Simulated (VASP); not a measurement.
# Ir (Fm-3m) in VASP: a series of runs, part 2 of 2

VASP 6.6.1. Earlier steps stand in the parts before.

## 4. Single point, r2SCAN

File POSCAR:

```
Ir
1.0
    0.0000000000      1.9228496764      1.9228496764
    1.9228496764      0.0000000000      1.9228496764
    1.9228496764      1.9228496764      0.0000000000
Ir
1
Direct
    0.0000000000      0.0000000000      0.0000000000
```

File INCAR.step1:

```
PREC = Accurate
ENCUT = 550
ISMEAR = 1
SIGMA = 0.1
LREAL = False
LASPH = True
NELM = 120
NBANDS = 14
GGA = PE
ALGO = Normal
EDIFF = 1E-5
LWAVE = True
LCHARG = False
GGA_COMPAT = False
```

File INCAR.step2:

```
PREC = Accurate
ENCUT = 550
EDIFF = 1E-6
ISMEAR = 1
SIGMA = 0.1
LREAL = False
LASPH = True
NELM = 120
ALGO = Normal
ISIF = 2
LWAVE = False
LCHARG = False
METAGGA = R2SCAN
LMIXTAU = True
NBANDS = 14
ISTART = 1
GGA_COMPAT = False
```

File KPOINTS:

```
regular mesh
0
Gamma
  14 14 14
```

Potentials or basis: VASP PAW PBE potentials, release 64 (Ir_sv_GW).

On the command line:

```console
> cat potpaw_PBE.64/Ir_sv_GW/POTCAR > POTCAR
> cp INCAR.step1 INCAR
> mpirun -np 1 vasp_std > vasp.out
> cp INCAR.step2 INCAR
> mpirun -np 1 vasp_std > vasp.out
```

OUTCAR:

```text
PREC = Accurate
   ENCUT = 550
   EDIFF = 1E-6
   ISMEAR = 1
   LREAL = False
   LASPH = True
   NELM = 120
   ISIF = 2
   METAGGA = R2SCAN
   ISTART = 1

 ion  position               nearest neighbor table
   1  0.000  0.000  0.000-

  LATTYP: Found a face centered cubic cell.
 ALAT       =     3.8456993528

  Lattice vectors:

 A1 = (   0.0000000000,   1.9228496764,   1.9228496764)
 A2 = (   1.9228496764,   0.0000000000,   1.9228496764)
 A3 = (   1.9228496764,   1.9228496764,   0.0000000000)

Analysis of symmetry for initial positions (statically):
=====================================================================
 Subroutine PRICEL returns:
 Original cell was already a primitive cell.

 Routine SETGRP: Setting up the symmetry group for a
 face centered cubic supercell.

 Subroutine GETGRP returns: Found 48 space group operations
 (whereof 48 operations were pure point group operations)
 out of a pool of 48 trial point group operations.

The static configuration has the point symmetry O_h .

Analysis of symmetry for dynamics (positions and initial velocities):
=====================================================================
 Subroutine PRICEL returns:
 Original cell was already a primitive cell.

 Routine SETGRP: Setting up the symmetry group for a
 face centered cubic supercell.

 Subroutine GETGRP returns: Found 48 space group operations
 (whereof 48 operations were pure point group operations)
 out of a pool of 48 trial point group operations.

The dynamic configuration has the point symmetry O_h .

 Subroutine INISYM returns: Found 48 space group operations
 (whereof 48 operations are pure point group operations),
 and found     1 'primitive' translations

----------------------------------------------------------------------------------------

                                     Primitive cell

  volume of cell :      14.2189

  direct lattice vectors                    reciprocal lattice vectors
     0.000000000  1.922849676  1.922849676    -0.260030727  0.260030727  0.260030727
     1.922849676  0.000000000  1.922849676     0.260030727 -0.260030727  0.260030727
[... 115 lines left out ...]
 Methfessel and Paxton  Order N= 1 SIGMA  =   0.10
  energy-cutoff  :      550.00
  volume of cell :       14.22
 maximum number of plane-waves:       444
 NGX is ok and might be reduce to    24
   NGX = 11   NGY = 11   NGZ = 11

 number of electron      17.0000000 magnetization

 Free energy of the ion-electron system (eV)
  ---------------------------------------------------
  ext. energy  EPLUGINS =         0.00000000
  ---------------------------------------------------
  free energy    TOTEN  =       -52.89238090 eV

  energy without entropy =      -52.89140579  energy(sigma->0) =      -52.89205586

 E-fermi :  12.4526     XC(G=0): -15.8616

 val. band max:       12.4513856494   @ k =   0.4286   0.2857   0.0714
 cond. band min:      12.4880232380   @ k =   0.5000   0.4286   0.0000
 fundamental gap:      0.0366375886
 Fermi energy:        12.4526445150

 k-point     1 :       0.0000    0.0000    0.0000
  band No.  band energies     occupation
      1     -82.4640      2.00000
      2     -38.2750      2.00000
      3     -38.2750      2.00000
      4     -38.2750      2.00000
      5       1.1210      2.00000
      6       8.5988      2.00000
      7       8.5988      2.00000
      8       8.5988      2.00000
      9      11.2833      2.00000
     10      11.2833      2.00000
     11      26.8441      0.00000
     12      32.6171      0.00000
     13      32.6171      0.00000
     14      32.6171      0.00000
[... 377 lines left out ...]
      1     -82.4213      2.00000
      2     -38.6936      2.00000
      3     -38.3922      2.00000
      4     -38.3828      2.00000
      5       3.9784      2.00000
      6       7.1923      2.00000
      7       8.9325      2.00000
      8       9.7281      2.00000
      9      11.1035      2.00000
     10      12.2734      2.02941
     11      28.0170      0.00000
     12      30.6589      0.00000
     13      33.1294      0.00000
     14      34.0024      0.00000

 [... further k-points ...]

------------------------ aborting loop because EDIFF is reached ----------------------------------------

  FORCE on cell =-STRESS in cart. coord.  units (eV):
  Direction    XX          YY          ZZ          XY          YZ          ZX
  --------------------------------------------------------------------------------------
  -------------------------------------------------------------------------------------
  Total       -0.2123276     -0.2123276     -0.2123276     -0.0000000     -0.0000000      0.0000000
  in kB      -23.9249549    -23.9249549    -23.9249549     -0.0000000     -0.0000000      0.0000000
  external PRESSURE =     -23.9249549 kB  Pullay stress =       0.0000000 kB

 VOLUME and BASIS-vectors are now :
 -----------------------------------------------------------------------------
  energy-cutoff  :      550.00
  volume of cell :       14.22
      direct lattice vectors                 reciprocal lattice vectors
     0.000000000  1.922849676  1.922849676    -0.260030727  0.260030727  0.260030727
     1.922849676  0.000000000  1.922849676     0.260030727 -0.260030727  0.260030727
     1.922849676  1.922849676  0.000000000     0.260030727  0.260030727 -0.260030727

 POSITION                                       TOTAL-FORCE (eV/Angst)
 -----------------------------------------------------------------------------------
      0.00000      0.00000      0.00000         0.000000     -0.000000      0.000000
 -----------------------------------------------------------------------------------
    total drift:                               -0.000000     -0.000000      0.000000

  FREE ENERGIE OF THE ION-ELECTRON SYSTEM (eV)
  ---------------------------------------------------
  free  energy   TOTEN  =       -52.8923808970 eV

  energy  without entropy=      -52.8914057947  energy(sigma->0) =      -52.89205586
```

OUTCAR.step1:

```text
PREC = Accurate
   ENCUT = 550
   ISMEAR = 1
   LREAL = False
   LASPH = True
   NELM = 120
[... 623 lines left out ...]

 POSITION                                       TOTAL-FORCE (eV/Angst)
 -----------------------------------------------------------------------------------
      0.00000      0.00000      0.00000        -0.000000      0.000000     -0.000000
 -----------------------------------------------------------------------------------
    total drift:                                0.000000     -0.000000     -0.000000

  FREE ENERGIE OF THE ION-ELECTRON SYSTEM (eV)
  ---------------------------------------------------
  free  energy   TOTEN  =        -9.3996707096 eV

  energy  without entropy=       -9.3981344103  energy(sigma->0) =       -9.39915861
```

It used 160 s of CPU time on 1 thread of AMD EPYC 7R13 Processor (Zen 3), with other jobs on the host.

What came out:

* Free energy: -52.8924 eV
* Pressure: -2.4 GPa

Caveat: the PAW data sets were made with another functional, which shifts forces and pressure a little; spin-orbit coupling is left out, which moves the levels of the heavy elements.

## 5. Summary

| k mesh | smearing | gap on the mesh (eV) | pressure (GPa) |
| --- | --- | --- | --- |
| 14 × 14 × 14 | fermi-dirac 0.03 eV | none | -2.4 |
| 4 × 4 × 4 | fermi-dirac 0.1 eV | none | -12.8 |
| 14 × 14 × 14 | methfessel-paxton 0.1 eV | none | -2.4 |

Alike in all rows: task single point; level r2SCAN; potentials or basis VASP PAW PBE potentials, release 64 (Ir_sv_GW); no spin polarisation; cell as given; cutoff (eV) 550.

Caveats: some runs use coarse meshes; the PAW data sets were made with another functional, which shifts forces and pressure a little; spin-orbit coupling is left out, which moves the levels of the heavy elements.

Absolute energies hang on the potentials; compare differences alone.
